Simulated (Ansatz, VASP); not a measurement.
## Hf in VASP and in Ansatz

```xyz
4
Lattice="3.2026 0.0000 0.0000 -1.6013 2.7735 0.0000 0.0000 0.0000 10.2119" Properties=species:S:1:pos:R:3 pbc="T T T"
Hf    0.0000    0.0000    0.0000
Hf    0.0000    0.0000    5.1060
Hf    0.0000    1.8490    7.6589
Hf    1.6013    0.9245    2.5530
```

Alike in both runs: functional PBE; k mesh 18 × 18 × 6; occupations gaussian, width 0.1 eV; no spin polarisation.

Ansatz relaxed the structure, and its values are those at the end. VASP's run is a single point on that final structure, the one shown.

|  | VASP | Ansatz |
| --- | --- | --- |
| version | VASP 6.6.1 | Ansatz 0.2.0 |
| potentials or method | VASP PAW PBE potentials, release 64 (Hf_pv), cutoff 520 eV | scalar-relativistic, plane waves, PAW |
| valence electrons in the cell | 40 | 104 |

```tsv
	VASP	Ansatz	Ansatz less VASP
gap on the k mesh at the Fermi level (eV)	none	none	-
pressure (GPa)	-0.4	0.0	+0.44
```

A gap of «none» marks a metal or a gap that the smearing closes. VASP's potentials hold 40 valence electrons a cell and Ansatz's 104, so a difference there can come from the potentials and not from the codes.

Spin-orbit coupling is off throughout.
